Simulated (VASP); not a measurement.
## ZnO: single point with PBE

**The experiment to reproduce.**

“Electronic structure of alkaline earth and post-transition metal oxides”, 2009, arxiv:0908.1581 quotes, for a bulk crystal of ZnO: band gap 3.37 eV.

The system is ZnO.

```
CELL_PARAMETERS angstrom
3.35100 0.00000 0.00000
-1.67550 2.90205 0.00000
0.00000 0.00000 5.22600
ATOMIC_POSITIONS crystal
Zn 0.33333 0.66667 0.00000
Zn 0.66667 0.33333 0.50000
O 0.33333 0.66667 0.37500
O 0.66667 0.33333 0.87500
```

| Quantity | Value |
| --- | --- |
| Program | VASP 6.6.1 |
| Task | single point |
| Functional | PBE |
| Potentials or basis | VASP PAW PBE potentials, release 64 (Zn, O) |
| Cutoff | 520 eV |
| k mesh | 8 × 8 × 5 |
| Occupations | fermi-dirac, width 0.001 eV |
| Spin | no spin polarisation |
| Dipole correction | no |
| Further INCAR settings | ALGO = Normal; EDIFF = 1e-07; NBANDS = 26 |

```
Pressure               : -2.4 GPa
Largest force          : 0.411 eV/Å
Band gap on the k mesh : 0.71 eV, direct
```

Forces in eV/Å, atoms in the order of the input:
```
Zn   0.000  0.000 -0.411
Zn   0.000  0.000 -0.411
O    0.000  0.000  0.411
O    0.000  0.000  0.411
```

Stress tensor (GPa, compression positive):
```
-5.26  0.00  0.00
 0.00 -5.26  0.00
 0.00  0.00  3.16
```

Levels at points of the mesh, in eV from the valence-band top:
```tsv
k point	band 15	band 16	band 17	band 18	band 19	band 20	band 21	band 22
(0.00, 0.00, 0.00)	-0.85	-0.02	-0.02	0.00	0.71	4.92	8.31	12.30
(0.50, 0.00, 0.00)	-2.65	-2.16	-1.17	-0.68	5.45	6.74	7.69	7.90
```

Run time: 40 s on 1 thread of Intel Xeon 6975P-C, with other jobs on the host, peak memory 0.18 GiB.

Measured gap of ZnO: 3.37 eV (quoted in “Electronic structure of alkaline earth and post-transition metal oxides”, 2009, arxiv:0908.1581). This calculation gives 0.71 eV (-2.66 eV). So large a miss can be the level of theory's own, or it may mean another phase, state or a wrong row. The value is that of PBE, without temperature or zero-point motion. Semilocal functionals fall short of measured gaps as a rule.
